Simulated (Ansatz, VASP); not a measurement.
## Two plane-wave programs on GaSb

```
Ga Sb
1.0
    -1.59544    2.61177    2.88355
     1.59544   -2.61177    2.88355
     1.59544    2.61177   -2.88355
Ga Sb
1 1
Direct
  0.50000 0.50000 0.00000
  0.00000 0.00000 0.00000
```

Alike in both runs: functional PBE; k mesh 20 × 20 × 20; occupations gaussian, width 0.1 eV; no spin polarisation.

Ansatz relaxed the structure, and its values are those at the end. VASP's run is a single point on that final structure, the one shown.

|  | VASP | Ansatz |
| --- | --- | --- |
| version | VASP 6.6.1 | Ansatz 0.2.0 |
| potentials or method | VASP PAW PBE potentials, release 64 (Ga_d, Sb), cutoff 520 eV | scalar-relativistic, plane waves, PAW |
| valence electrons in the cell | 18 | 28 |

|  | VASP | Ansatz | Ansatz less VASP |
| --- | --- | --- | --- |
| gap on the k mesh at the Fermi level (eV) | none | none | - |
| pressure (GPa) | 0.0 | 0.0 | -0.01 |

A gap of «none» marks a metal or a gap that the smearing closes. The functional is the same, so the differences come from potentials, cutoffs and numerics. VASP's potentials hold 18 valence electrons a cell and Ansatz's 28, so a difference there can come from the potentials and not from the codes.

Spin-orbit coupling is off throughout.
